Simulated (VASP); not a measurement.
Write the native input for VASP 6.6.1 that does the following.

```yaml
Task: single point
Functional: PBE
Potentials_or_basis: VASP PAW PBE potentials, release 64 (Zn, O_h)
Cutoff: 1340 eV
k_mesh: 6 × 6 × 6
Occupations: gaussian, width 0.1 eV
Spin: no spin polarisation
Dipole_correction: no
Further_INCAR_settings: ALGO = Normal; EDIFF = 1e-06; NBANDS = 26
```

The structure of ZnO4 lies in POSCAR:

```
ZnO4
1.0
   -2.3025558900      2.3025558900      2.3025558900
    2.3025558900     -2.3025558900      2.3025558900
    2.3025558900      2.3025558900     -2.3025558900
Zn O
1 4
Direct
    0.0000000000      0.0000000000      0.0000000000
    0.5000000000      0.5000000000      0.5000000000
    0.5000000000      0.0000000000      0.0000000000
    0.0000000000      0.0000000000      0.5000000000
    0.0000000000      0.5000000000      0.0000000000
```

The cell was generated, and may not be a known phase.

These files were run (other wordings do the same):

INCAR

```
ALGO     = Normal         # electronic algorithm
EDIFF    = 1E-6           # SCF threshold, eV
ENCUT    = 1340           # plane-wave cutoff, eV
GGA      = PE             # functional
GGA_COMPAT= F            
ISIF     = 2              # what is computed and relaxed
ISMEAR   = 0              # smearing method
LASPH    = T              # aspherical terms in the spheres
LCHARG   = F              # write CHGCAR
LREAL    = F              # projectors in reciprocal space
LWAVE    = F              # write WAVECAR
NBANDS   = 26             # bands
NELM     = 120            # most SCF steps
PREC     = Accurate       # precision mode
SIGMA    = 0.1            # smearing width, eV
```

KPOINTS

```
k-points
0
Gamma
  6 6 6
```

Potentials or basis: VASP PAW PBE potentials, release 64 (Zn, O_h).

The run is started by

```sh
$ cat potpaw_PBE.64/Zn/POTCAR potpaw_PBE.64/O_h/POTCAR > POTCAR
$ mpirun -np 1 vasp_std > vasp.out
```

It gave:

```json
{
 "Pressure": "9.4 GPa",
 "Band gap on the k mesh": "zero (bands 18 and 19 overlap by 1.77 eV)"
}
```

Caveat: the cell stands under pressure.

It took 72 s on 1 thread of Intel(R) Xeon(R) Platinum 8488C (Sapphire Rapids), with other jobs on the host, peak memory 0.35 GiB.
